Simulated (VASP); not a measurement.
Set up this calculation in VASP 6.6.1, as the native input.

- Task: electric field gradients
- Functional: PBEsol
- Potentials or basis: VASP PAW PBE potentials, release 64 (Re)
- Cutoff: 520 eV
- k mesh: 14 × 14 × 14
- Occupations: fermi-dirac, width 0.05 eV
- Spin: no spin polarisation
- Dipole correction: no
- Further INCAR settings: ALGO = Normal; EDIFF = 1e-08; NBANDS = 10

The structure of Re lies in POSCAR:

```
Re
1.0
    0.0000000000      1.9346825647      1.9346825647
    1.9346825647      0.0000000000      1.9346825647
    1.9346825647      1.9346825647      0.0000000000
Re
1
Direct
    0.0000000000      0.0000000000      0.0000000000
```

This cell differs from its parent crystal: volume scaled by 0.94.

One way to write it, as run:

INCAR

```
PREC = Accurate
ENCUT = 520
EDIFF = 1E-8
ISMEAR = -1
SIGMA = 0.05
LREAL = False
LASPH = True
NELM = 60
ALGO = Normal
ISIF = 2
LWAVE = False
LCHARG = False
GGA = PS
LEFG = True
NBANDS = 10
```

KPOINTS

```
Automatic mesh
0
Gamma
  14 14 14
```

Potentials or basis: VASP PAW PBE potentials, release 64 (Re).

Run with:

```console
$ cat potpaw_PBE.64/Re/POTCAR > POTCAR
$ mpirun -np 1 vasp_std > vasp.out
```

It gave:

```json
{
 "Pressure": "3.2 GPa"
}
```

Caveat: without QUAD_EFG the Cq values of the log hold for a quadrupole moment of 1 mb, not for the nuclei; the PAW data sets were made with another functional, which shifts forces and pressure a little.

It took 9.3 s on 1 thread of Intel Xeon 6975P-C, on a shared host, peak memory 0.14 GiB.
